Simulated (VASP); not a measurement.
# Ti4O in VASP: a series of runs, part 2 of 2

VASP 6.6.1.

**3. Relaxation of the atoms, PBEsol**

INCAR reads:

```
  PREC = Accurate
  ENCUT = 520
  EDIFF = 1E-6
  ISMEAR = 0
  SIGMA = 0.1
  LREAL = False
  LASPH = True
  NELM = 100
  ALGO = Normal
  ISIF = 2
  LWAVE = False
  LCHARG = False
  LDIPOL = True
  IDIPOL = 3
  DIPOL = 0.5 0.5 0.499
  GGA = PS
  IBRION = 2
  NSW = 90
  EDIFFG = -0.03
```

KPOINTS reads:

```
regular mesh
0
Gamma
  12 12 1
```

POSCAR reads:

```
Ti4O
1.0
    2.8679135956      0.0000000000      0.0000000000
   -1.4339567978      2.4836860297      0.0000000000
    0.0000000000      0.0000000000     26.0249249357
Ti O
4 1
Selective dynamics
Direct
    0.6666666667      0.3333333333      0.3266099719  F F F
    0.3333333333      0.6666666667      0.4165868556  F F F
    0.0000000000      0.0000000000      0.5080269230  T T T
    0.6666666667      0.3333333333      0.5921085132  T T T
    0.3333333333      0.6666666667      0.6512825551  T T T
```

Potentials or basis: VASP PAW PBE potentials, release 64 (Ti_sv, O).

Started as:

```
cat potpaw_PBE.64/Ti_sv/POTCAR potpaw_PBE.64/O/POTCAR > POTCAR
mpirun -np 1 vasp_std > vasp.out
```

OUTCAR:

```text
PREC = Accurate
   ENCUT = 520
   EDIFF = 1E-6
   ISMEAR = 0
   LREAL = False
   LASPH = True
   NELM = 100
   ISIF = 2
   GGA = PS
   IBRION = 2
   NSW = 90
   EDIFFG = -0.03

 ion  position               nearest neighbor table
   1  0.667  0.333  0.327-   2 2.87   2 2.87   2 2.87
   2  0.333  0.667  0.417-   1 2.87   1 2.87   1 2.87   3 2.90   3 2.90   3 2.90
   3  0.000  0.000  0.508-   4 2.74   4 2.74   4 2.74   2 2.90   2 2.90   2 2.90
   4  0.667  0.333  0.592-   5 2.26   5 2.26   5 2.26   3 2.74   3 2.74   3 2.74
   5  0.333  0.667  0.651-   4 2.26   4 2.26   4 2.26

  LATTYP: Found a hexagonal cell.
 ALAT       =     2.8679135956
 C/A-ratio  =     9.0745149978

  Lattice vectors:

 A1 = (   2.8679135956,   0.0000000000,   0.0000000000)
 A2 = (  -1.4339567978,   2.4836860297,   0.0000000000)
 A3 = (   0.0000000000,   0.0000000000,  26.0249249357)

[... 1072 lines left out ...]

 E-fermi :   0.2907     XC(G=0):  -5.2772

 val. band max:        0.2897261469   @ k =   0.4167   0.0000   0.0000
 cond. band min:       0.2930032324   @ k =   0.2500   0.0833   0.0000
 fundamental gap:      0.0032770855
 Fermi energy:         0.2906875295

 k-point     1 :       0.0000    0.0000    0.0000
  band No.  band energies     occupation
      1     -56.7711      2.00000
      2     -56.3041      2.00000
      3     -56.0613      2.00000
      4     -55.9225      2.00000
      5     -33.2063      2.00000
      6     -32.8428      2.00000
[... 654 lines left out ...]
     31       0.6012      0.00001
     32       2.3261      0.00000

------------------------ aborting loop because EDIFF is reached ----------------------------------------

 vacuum level on the upper side and lower side of the slab       (xc-potential included)         0.284        -0.324

  FORCE on cell =-STRESS in cart. coord.  units (eV):
  Direction    XX          YY          ZZ          XY          YZ          ZX
  --------------------------------------------------------------------------------------
  -------------------------------------------------------------------------------------
  Total        2.5984478      2.5984478     -1.1706634      0.0000000      0.0000000     -0.0000000
  in kB       22.4580653     22.4580653    -10.1179002      0.0000000      0.0000000     -0.0000000
  external PRESSURE =      11.5994101 kB  Pullay stress =       0.0000000 kB
[... 20 lines left out ...]
  FREE ENERGIE OF THE ION-ELECTRON SYSTEM (eV)
  ---------------------------------------------------
  free  energy   TOTEN  =       -41.8922120827 eV

  energy  without entropy=      -41.8595677538  energy(sigma->0) =      -41.87588992

 reached required accuracy - stopping structural energy minimisation

 vacuum level on the upper side and lower side of the slab         5.598         4.979
```

OSZICAR:

```text
N       E                     dE             d eps       ncg     rms          rms(c)
DAV:   1     0.681426060597E+03    0.68143E+03   -0.29868E+04  1384   0.173E+03
DAV:   2     0.584200854591E+02   -0.62301E+03   -0.61580E+03  1320   0.533E+02
DAV:   3    -0.331607967580E+02   -0.91581E+02   -0.89957E+02  2040   0.173E+02
[... 221 lines left out ...]
DAV:   5    -0.418922299735E+02    0.54965E-04   -0.59912E-04  1784   0.166E-01    0.484E-02
DAV:   6    -0.418922695522E+02   -0.39579E-04   -0.64408E-04  1656   0.129E-01    0.611E-02
DAV:   7    -0.418922148096E+02    0.54743E-04   -0.71831E-04  1640   0.169E-01    0.168E-02
DAV:   8    -0.418922126847E+02    0.21249E-05   -0.58542E-05  1648   0.527E-02    0.739E-03
DAV:   9    -0.418922120827E+02    0.60206E-06   -0.82321E-06  1384   0.217E-02
  15 F= -.41892212E+02 E0= -.41875890E+02  d E =-.195194E-03
```

It took 34 min on 1 thread of Intel Xeon Platinum 8259CL at 2.50GHz (Skylake/Cascade Lake), shared host; peak memory 0.38 GiB.

What came out:

```
Free energy               : -41.8922 eV
Energy gained by relaxing : 506.6 meV/atom
Ionic steps               : 15
Band gap on the k mesh    : zero (bands 27 and 28 overlap by 0.97 eV)
```

The path:
```tsv
step	energy change (eV)	largest force on free atoms (eV/Å)	pressure (GPa)
1	0.0000	6.8111	-3.38
2	-2.5140	0.2324	0.52
3	-2.5140	0.2252	0.54
4	-2.5188	0.1586	0.60
5	-2.5234	0.1429	0.76
6	-2.5244	0.1388	0.65
7	-2.5244	0.1296	0.66
8	-2.5256	0.1192	0.69
9	-2.5287	0.0879	0.80
10	-2.5322	0.0467	1.02
11	-2.5325	0.0687	1.11
12	-2.5327	0.0943	1.08
13	-2.5328	0.0594	1.10
14	-2.5329	0.0470	1.21
15	-2.5330	0.0078	1.16
```

Final structure:
```
Ti O
1.0
     2.86791    0.00000    0.00000
    -1.43396    2.48369    0.00000
     0.00000    0.00000   26.02492
Ti O
4 1
Direct
  0.66667 0.33333 0.32661
  0.33333 0.66667 0.41659
  0.00000 0.00000 0.50553
  0.66667 0.33333 0.60010
  0.33333 0.66667 0.63477
```

Caveat: the PAW data sets were made with another functional, which shifts forces and pressure a little.

The gap in the log of VASP goes by the Fermi energy; the results here count the filled bands.